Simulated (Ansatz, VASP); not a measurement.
**One calculation of Al5Co2Ni3, two programs**

Contents of INCAR:

```
SYSTEM = Al5Co2Ni3
  PREC = Accurate
  ENCUT = 520
  EDIFF = 1E-6
  ISMEAR = 0
  SIGMA = 0.1
  LREAL = .FALSE.
  LASPH = .TRUE.
  NELM = 150
  ALGO = Fast
  ISIF = 2
  LWAVE = .FALSE.
  LCHARG = .FALSE.
  ISPIN = 2
  MAGMOM = 0 0 0 0 0 -3 3 2 -2 2
  LORBIT = 11
  LMAXMIX = 4
  GGA = PE
  NBANDS = 46
```

The input KPOINTS:

```
regular mesh
0
G
  6 6 2
  0 0 0
```

Contents of POSCAR:

```
Al5Co2Ni3
1.0
    2.9561847100      0.0000000000      0.0000000000
    0.0000000000      2.9561847100      0.0000000000
    0.0000000000      0.0000000000     14.7809235300
Al Co Ni
5 2 3
Direct
    0.5000000000      0.5000000000      0.9000000000
    0.5000000000      0.5000000000      0.1000000000
    0.5000000000      0.5000000000      0.3000000000
    0.5000000000      0.5000000000      0.5000000000
    0.5000000000      0.5000000000      0.7000000000
    0.0000000000      0.0000000000      0.4000000000
    0.0000000000      0.0000000000      0.6000000000
    0.0000000000      0.0000000000      0.8000000000
    0.0000000000      0.0000000000      0.0000000000
    0.0000000000      0.0000000000      0.2000000000
```

Input for Ansatz:

```yaml
crystal:
  lattice:
    - [2.95618471, 0.0, 0.0]
    - [0.0, 2.95618471, 0.0]
    - [0.0, 0.0, 14.78092353]
  atoms:
    - { symbol: Al, position: [0.5, 0.5, 0.9] }
    - { symbol: Al, position: [0.5, 0.5, 0.1] }
    - { symbol: Al, position: [0.5, 0.5, 0.3] }
    - { symbol: Al, position: [0.5, 0.5, 0.5] }
    - { symbol: Al, position: [0.5, 0.5, 0.7] }
    - { symbol: Co, position: [0.0, 0.0, 0.4], spin: -3.0 }
    - { symbol: Co, position: [0.0, 0.0, 0.6], spin: 3.0 }
    - { symbol: Ni, position: [0.0, 0.0, 0.8], spin: 2.0 }
    - { symbol: Ni, position: [0.0, 0.0, 0.0], spin: -2.0 }
    - { symbol: Ni, position: [0.0, 0.0, 0.2], spin: 2.0 }
basis:
  ecutwfc: 420
kpoints:
  mp_grid: { grid: [6, 6, 2] }
hamiltonian:
  xc: pbe
scf:
  occupations: { method: gaussian, width: 0.1 }
  lower_state_search: "off"
output:
  forces: true
  stress: true
  eigenvalues: true
  populations: true
magnetization:
  spin_polarized: true
```

Alike in both runs: task single point; functional PBE; k mesh 6 × 6 × 2; occupations gaussian, width 0.1 eV; collinear spin.

|  | VASP | Ansatz |
| --- | --- | --- |
| version | VASP 6.6.1 | Ansatz 0.2.0 |
| potentials or method | VASP PAW PBE potentials, release 64 (Al, Co, Ni), cutoff 520 eV | scalar-relativistic, plane waves, PAW |
| valence electrons in the cell | 63 | 103 |

|  | VASP | Ansatz | Ansatz less VASP |
| --- | --- | --- | --- |
| gap on the k mesh at the Fermi level (eV) | none | none | - |
| pressure (GPa) | -11.0 | -11.0 | -0.03 |
| rms of the force components (eV/Å) | 0.111 | 0.111 | -0.0004 |
| net moment per atom (μB) | 0.00 | 0.00 | 0.000 |
| size of the moment on the site where the two differ most (μB) | 0.43 | 0.44 | +0.011 |

Site moments also hang on the region over which each program counts them. Atom by atom the forces differ by 0.001 eV/Å (rms over components). A gap of «none» marks a metal or a gap that the smearing closes. With one functional, cell and mesh, what is left measures potentials, basis and numerics. VASP's potentials hold 63 valence electrons a cell and Ansatz's 103, so a difference there can come from the potentials and not from the codes. Ansatz's warnings: seeded moment not kept.
